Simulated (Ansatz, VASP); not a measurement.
**Two plane-wave programs on Y2B4HRh6**

```
Y B Rh H
1.0
     5.37364    0.00000    0.00000
    -2.68682    4.65371    0.00000
     0.00000    0.00000    6.29636
Y B Rh H
2 4 6 1
Cartesian
  0.0642 -0.0378 1.6801
  0.0637 -0.0375 4.7324
  2.6098 1.5950 1.6482
  -0.0212 3.1141 1.6494
  2.6099 1.5950 4.7641
  -0.0214 3.1141 4.7629
  -1.3674 2.3603 0.0580
  1.3101 2.3454 0.0579
  2.6453 0.0030 0.0580
  -1.3483 2.3189 3.2062
  1.3334 2.3319 3.2062
  2.6907 0.0072 3.2062
  1.5385 5.3160 0.0586
```

Alike in both runs: functional PBEsol; k mesh 4 × 4 × 3; occupations gaussian, width 0.1 eV; no spin polarisation.

Ansatz relaxed the structure, and its values are those at the end. VASP's run is a single point on that final structure, the one shown.

|  | VASP | Ansatz |
| --- | --- | --- |
| version | VASP 6.6.1 | Ansatz 0.2.0 |
| potentials or method | VASP PAW PBE potentials, release 64 (Y_sv, B, Rh_pv, H), cutoff 520 eV | scalar-relativistic, plane waves, PAW |
| valence electrons in the cell | 125 | 137 |

|  | VASP | Ansatz | Ansatz less VASP |
| --- | --- | --- | --- |
| rms of the force components (eV/Å) | 0.005 | 0.004 | -0.0009 |

VASP's potentials were made for PBE, not for PBEsol. With one functional, cell and mesh, what is left measures potentials, basis and numerics. VASP's potentials hold 125 valence electrons a cell and Ansatz's 137, so a difference there can come from the potentials and not from the codes.
